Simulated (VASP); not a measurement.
TaN:

```xyz
2
Lattice="0.0000 2.2113 2.2113 2.2113 0.0000 2.2113 2.2113 2.2113 0.0000" Properties=species:S:1:pos:R:3 pbc="T T T"
Ta    2.2113    2.2113    2.2113
N     0.0000    0.0000    0.0000
```

Program: VASP 6.6.1. Alike in all runs: task single point; potentials or basis VASP PAW PBE potentials, release 64 (Ta_pv, N); cell as given.

Task: Order these runs on this cell by their pressure, lowest first.
A. level PBEsol; spin off; k mesh 6 × 6 × 6; cutoff (eV) 520; smearing fermi-dirac 0.03 eV
B. level revPBE; spin off; k mesh 10 × 10 × 10; cutoff (eV) 520; smearing fermi-dirac 0.05 eV
C. level pbe exchange, lyp correlation; spin collinear, zero start; k mesh 10 × 10 × 10; cutoff (eV) 600; smearing methfessel-paxton 0.05 eV
D. level PBE; spin off; k mesh 10 × 10 × 10; cutoff (eV) 520; smearing gaussian 0.026 eV

Result: A (-9.3 GPa), D (-0.6 GPa), B (2.8 GPa), C (11.2 GPa).

Caveats: some runs use coarse meshes; the PAW data sets were made with another functional, which shifts forces and pressure a little (at least some runs); the cell stands under pressure (at least some runs).
